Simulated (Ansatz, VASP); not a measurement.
# One calculation of CdSe, two programs

```
Cd Se
1.0
     0.00000    2.91410    2.91410
     2.91410    0.00000    2.91410
     2.91410    2.91410    0.00000
Cd Se
1 1
Direct
  0.00000 0.00000 0.00000
  0.25000 0.25000 0.25000
```

Change from the starting cell: volume scaled by 0.88, LAPW.

Alike in both runs: task single point; functional PBEsol; k mesh 11 × 11 × 11; occupations fermi-dirac, width 0.08 eV; no spin polarisation.

|  | VASP | Ansatz |
| --- | --- | --- |
| version | VASP 6.6.1 | Ansatz 0.2.0 |
| potentials or method | VASP PAW PBE potentials, release 64 (Cd, Se), cutoff 520 eV | all-electron LAPW, scalar-relativistic |

|  | VASP | Ansatz | Ansatz less VASP |
| --- | --- | --- | --- |
| pressure (GPa) | 9.6 | 9.0 | -0.56 |

VASP's potentials were made for PBE, not for PBEsol. Ansatz ran all-electron here, and VASP with PAW potentials.
